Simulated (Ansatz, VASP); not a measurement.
# Sc in VASP and in Ansatz

```
Sc
1.0
     2.36459    0.00000    0.00000
    -1.18230    2.04780    0.00000
     0.00000    0.00000    4.08136
Sc
2
Cartesian
  0.0000 1.3652 1.0203
  1.1823 0.6826 3.0610
```

Change from the starting cell: volume scaled by 0.4, LAPW.

Alike in both runs: task single point; functional PBE; k mesh 13 × 13 × 7; occupations fermi-dirac, width 0.08 eV; no spin polarisation.

|  | VASP | Ansatz |
| --- | --- | --- |
| version | VASP 6.6.1 | Ansatz 0.2.0 |
| potentials or method | VASP PAW PBE potentials, release 64 (Sc_sv), cutoff 520 eV | all-electron LAPW, scalar-relativistic |

```csv
,VASP,Ansatz,Ansatz less VASP
pressure (GPa),173.1,168.6,-4.52
"traceless stress, the component that is largest in VASP (GPa)",-0.44,0.06,+0.495
```

Both programs put the cell under a high pressure, so it lies far from rest at this level. Ansatz ran all-electron here, and VASP with PAW potentials.

Noted on VASP's run: the cell as given lies far from equilibrium.
